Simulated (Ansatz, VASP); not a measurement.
# One calculation of Ti, two programs

File POSCAR:

```
Ti
1.0
    0.0000000000     -3.2517897414      0.0000000000
   -3.2517897414      0.0000000000      0.0000000000
    0.0000000000      0.0000000000     -3.2517897414
Ti
2
Direct
    0.5000000000      0.5000000000      0.4461834824
    0.0000000000      0.0000000000      0.0538165176
```

Contents of INCAR.step1:

```
SYSTEM = Ti
PREC = Accurate
ENCUT = 520
ISMEAR = 0
SIGMA = 0.15
LREAL = .False.
LASPH = .True.
NELM = 80
NBANDS = 19
GGA = PE
ALGO = Normal
EDIFF = 1E-4
LWAVE = .True.
LCHARG = .False.
```

The input INCAR.step2:

```
SYSTEM = Ti
PREC = Accurate
ENCUT = 520
EDIFF = 1E-6
ISMEAR = 0
SIGMA = 0.15
LREAL = .False.
LASPH = .True.
NELM = 80
ALGO = Normal
ISIF = 2
LWAVE = .False.
LCHARG = .False.
METAGGA = R2SCAN
LMIXTAU = .True.
NBANDS = 19
ISTART = 1
```

Contents of KPOINTS:

```
Automatic mesh
0
Gamma
  18 18 18
  0 0 0
```

Input for Ansatz:

```yaml
crystal:
  lattice:
    - [0.0, -3.2517897414, 0.0]
    - [-3.2517897414, 0.0, 0.0]
    - [0.0, 0.0, -3.2517897414]
  atoms:
    - { symbol: Ti, position: [0.5, 0.5, 0.4461834824] }
    - { symbol: Ti, position: [0.0, 0.0, 0.0538165176] }
basis:
  ecutwfc: 500
kpoints:
  mp_grid: { grid: [18, 18, 18] }
hamiltonian:
  xc: r2scan
scf:
  occupations: { method: gaussian, width: 0.15 }
output:
  forces: true
  stress: true
  eigenvalues: true
```

Change from the starting cell: mode 4 (222.4 1/cm) frozen in, largest displacement +0.175 Å.

Alike in both runs: task single point; functional r2SCAN; k mesh 18 × 18 × 18; occupations gaussian, width 0.15 eV; no spin polarisation.

```csv
,VASP,Ansatz
version,VASP 6.6.1,Ansatz 0.2.0
potentials or method,"VASP PAW PBE potentials, release 64 (Ti_sv), cutoff 520 eV","scalar-relativistic, plane waves, PAW"
valence electrons in the cell,24,24
```

```tsv
	VASP	Ansatz	Ansatz less VASP
gap on the k mesh at the Fermi level (eV)	none	none	-
pressure (GPa)	3.2	2.8	-0.43
traceless stress, the component that is largest in VASP (GPa)	-2.97	-2.88	+0.087
rms of the force components (eV/Å)	1.022	1.008	-0.0146
```

VASP's potentials were made for PBE, not for r2SCAN. Atom by atom the forces differ by 0.015 eV/Å (rms over components). A gap of «none» marks a metal or a gap that the smearing closes.
